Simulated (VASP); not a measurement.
# TiSe2: single point with PBEsol

TiSe2:

```
Ti Se
1.0
     3.47748    0.00000    0.00000
    -1.73874    3.01158    0.00000
     0.00000    0.00000    5.93500
Ti Se
1 2
Direct
  0.00000 0.00000 0.00000
  0.33333 0.66667 0.26003
  0.66667 0.33333 0.73997
```

```
Program             : VASP 6.6.1
Task                : single point
Functional          : PBEsol
Potentials or basis : VASP PAW PBE potentials, release 64 (Ti_sv, Se)
Cutoff              : 500 eV
k mesh              : 10 × 10 × 6
Occupations         : gaussian, width 0.05 eV
Spin                : no spin polarisation
```

| Item | Value |
| --- | --- |
| Pressure | 0.2 GPa |
| Largest force | 0.026 eV/Å |
| Band gap on the k mesh | zero (band 12 reaches 5.64 eV, above the bottom of band 13 at 4.87 eV) |

Forces on the atoms (eV/Å):
```
Ti   0.000  0.000  0.000
Se   0.000  0.000  0.026
Se   0.000  0.000 -0.026
```

Levels at points of the mesh, in eV from the Fermi level:
```tsv
k point	band 9	band 10	band 11	band 12	band 13	band 14	band 15	band 16
(0.00, 0.00, 0.00)	-2.21	0.31	0.55	0.55	0.62	0.69	0.69	3.48
(0.50, 0.00, 0.00)	-2.83	-2.82	-2.22	-1.31	0.09	1.53	1.94	3.34
(0.00, 0.00, 0.50)	-2.14	-2.14	0.42	0.42	0.53	0.53	1.32	3.87
(0.50, 0.00, 0.50)	-2.79	-2.47	-1.13	-0.82	-0.22	1.53	1.92	3.23
```

Run time: 94 s on 1 thread of Intel(R) Xeon(R) Platinum 8375C CPU @ 2.90GHz (Ice Lake), with other jobs on the host, peak memory 0.23 GiB.

Caveat: the PAW data sets were made with another functional, which shifts forces and pressure a little.
